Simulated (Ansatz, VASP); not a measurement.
Be4Sb3 in VASP and in Ansatz

```
Be Sb
1.0
    -3.20986    3.20986    3.20986
     3.20986   -3.20986    3.20986
     3.20986    3.20986   -3.20986
Be Sb
4 3
Direct
  0.50000 0.50000 0.50000
  0.00000 0.00000 0.50000
  0.00000 0.50000 0.00000
  0.50000 0.00000 0.00000
  0.00000 0.50000 0.50000
  0.50000 0.00000 0.50000
  0.50000 0.50000 0.00000
```

Alike in both runs: functional PBE; k mesh 8 × 8 × 8; occupations gaussian, width 0.1 eV; no spin polarisation.

Ansatz relaxed the structure, and its values are those at the end. VASP's run is a single point on that final structure, the one shown.

|  | VASP | Ansatz |
| --- | --- | --- |
| version | VASP 6.6.1 | Ansatz 0.2.0 |
| potentials or method | VASP PAW PBE potentials, release 64 (Be, Sb), cutoff 520 eV | scalar-relativistic, plane waves, PAW |
| valence electrons in the cell | 23 | 53 |

```tsv
	VASP	Ansatz	Ansatz less VASP
gap on the k mesh at the Fermi level (eV)	none	none	-
pressure (GPa)	0.1	0.0	-0.13
```

A gap of «none» marks a metal or a gap that the smearing closes. VASP's potentials hold 23 valence electrons a cell and Ansatz's 53, so a difference there can come from the potentials and not from the codes.

Neither program's run includes spin-orbit coupling.
